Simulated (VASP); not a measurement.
**SnTe: single point with PBEsol**

Crystal: SnTe.

```xyz
2
Lattice="0.0000 3.1083 3.1083 3.1083 0.0000 3.1083 3.1083 3.1083 0.0000" Properties=species:S:1:pos:R:3 pbc="T T T"
Te    3.1083    3.1083    3.1083
Sn    0.0000    0.0000    0.0000
```

```
Program             : VASP 6.6.1
Task                : single point
Functional          : PBEsol
Potentials or basis : VASP PAW PBE potentials, release 64 (Te, Sn_d)
Cutoff              : 520 eV
k mesh              : 7 × 7 × 7
Occupations         : fermi-dirac, width 0.05 eV
Spin                : non-collinear spin, zero start, spin-orbit coupling
Starting moments    : [[0.0, 0.0, 0.0], [0.0, 0.0, 0.0]] μB
```

```
Pressure                                              : 1.7 GPa
Net moment                                            : 0.00 μB per cell
Valence electrons inside the program's atomic spheres : Te 3.38; Sn 12.13
```

Moments on the atoms (μB; x, y, z):
```
Te  0.00 0.00 0.00
Sn  0.00 0.00 0.00
```

It took 2.5 min on 1 thread of Intel Xeon 8259CL (shared host), peak memory 0.4 GiB.

Caveat: the PAW data sets were made with another functional, which shifts forces and pressure a little.
